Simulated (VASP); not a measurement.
Mg, 2 atoms in the cell. It takes space group Fd-3m (No. 227, cubic). The conventional cell has a = 6.230 Å, b = 6.230 Å, c = 6.230 Å, α = 90.00°, β = 90.00°, γ = 90.00°. Mg (site symmetry -43m) has 4 Mg at 2.70 Å within 3.6 Å. This isn't the form of Mg at room conditions, which is hcp.

* Program: VASP 6.6.1
* Task: relaxation of cell and atoms
* Functional: PBEsol
* Potentials or basis: VASP PAW PBE potentials, release 64 (Mg)
* Cutoff: 600 eV
* k mesh: 7 × 7 × 7
* Occupations: fermi-dirac, width 0.1 eV
* Spin: no spin polarisation
* Target pressure: 40 GPa
* Dipole correction: no
* Further INCAR settings: ALGO = Normal; EDIFF = 1e-07; IBRION = 2; EDIFFG = -0.01; NSW = 80; ISIF = 3

Potentials or basis: VASP PAW PBE potentials, release 64 (Mg).

Run with:

```sh
$ cat potpaw_PBE.64/Mg/POTCAR > POTCAR
$ mpirun -np 1 vasp_std > vasp.out
```

Hardware: 1 thread of Intel(R) Xeon(R) 6975P-C (Granite Rapids) (shared host).

Question: Estimate the wall time of this run.

Answer: Run time: 27 s on 1 thread of Intel(R) Xeon(R) 6975P-C (Granite Rapids) (shared host), peak memory 0.22 GiB. Counts: scf iterations 40, k points 20, ion steps 5.
